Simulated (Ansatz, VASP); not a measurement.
One calculation of Zn, two programs

```xyz
2
Lattice="2.6144 0.0000 0.0000 -1.3072 2.2641 0.0000 0.0000 0.0000 4.8732" Properties=species:S:1:pos:R:3 pbc="T T T"
Zn    0.0000    1.5094    1.2183
Zn    1.3072    0.7547    3.6549
```

Alike in both runs: task single point; functional PBEsol; k mesh 9 × 9 × 4; occupations gaussian, width 0.1 eV; no spin polarisation.

|  | VASP | Ansatz |
| --- | --- | --- |
| version | VASP 6.6.1 | Ansatz 0.2.0 |
| potentials or method | VASP PAW PBE potentials, release 64 (Zn), cutoff 500 eV | scalar-relativistic, plane waves, PAW |
| valence electrons in the cell | 24 | 24 |

Ansatz gave:

* gap on the k mesh at the Fermi level (eV): none
* pressure (GPa): -1.7
* traceless stress, the component that is largest in VASP (GPa): -0.77

Task: Which values does VASP return?

Result: gap on the k mesh at the Fermi level (eV): none; pressure (GPa): -1.2; traceless stress, the component that is largest in VASP (GPa): -0.97.

VASP's potentials were made for PBE, not for PBEsol. A gap of «none» marks a metal or a gap that the smearing closes.
